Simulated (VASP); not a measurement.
Wanted: the native input for a VASP 6.6.1 run.

```
Task                   : single point
Functional             : PBE
Potentials or basis    : VASP PAW PBE potentials, release 64 (Be)
Cutoff                 : 520 eV
k mesh                 : 34 × 34 × 34
Occupations            : gaussian, width 0.1 eV
Spin                   : no spin polarisation
Dipole correction      : no
Further INCAR settings : ALGO = Fast; EDIFF = 1e-06; NBANDS = 7
```

The structure of Be lies in POSCAR:

```
Be
1.0
   -1.1525976382      1.1525976382      1.6289687505
    1.1525976382     -1.1525976382      1.6289687505
    1.1525976382      1.1525976382     -1.6289687505
Be
1
Direct
    0.5000000000      0.5000000000      0.0000000000
```

This cell differs from its parent crystal: volume scaled by 1.10, then relaxed in part.

One way to write it, as run:

INCAR

```
SYSTEM = Be
PREC     = Accurate       ! precision mode
ENCUT    = 520            ! plane-wave cutoff, eV
EDIFF    = 1E-6           ! SCF threshold, eV
ISMEAR   = 0              ! smearing method
SIGMA    = 0.1            ! smearing width, eV
LREAL    = .FALSE.        ! projectors in reciprocal space
LASPH    = .TRUE.         ! aspherical terms in the spheres
NELM     = 80             ! most SCF steps
ALGO     = Fast           ! electronic algorithm
ISIF     = 2              ! what is computed and relaxed
LWAVE    = .FALSE.        ! write WAVECAR
LCHARG   = .FALSE.        ! write CHGCAR
GGA      = PE             ! functional
NBANDS   = 7              ! bands
```

KPOINTS

```
regular mesh
0
G
  34 34 34
  0 0 0
```

Potentials or basis: VASP PAW PBE potentials, release 64 (Be).

Run with:

```bash
$ cat potpaw_PBE.64/Be/POTCAR > POTCAR
$ mpirun -np 1 vasp_std > vasp.out
```

Results of the run:

```
Pressure               : -9.4 GPa
Band gap on the k mesh : zero (band 1 reaches 7.45 eV, above the bottom of band 2 at 6.53 eV)
```

Wall time 59 s on 1 thread of Intel(R) Xeon(R) 6975P-C (Granite Rapids), with other jobs on the host, peak memory 0.27 GiB.
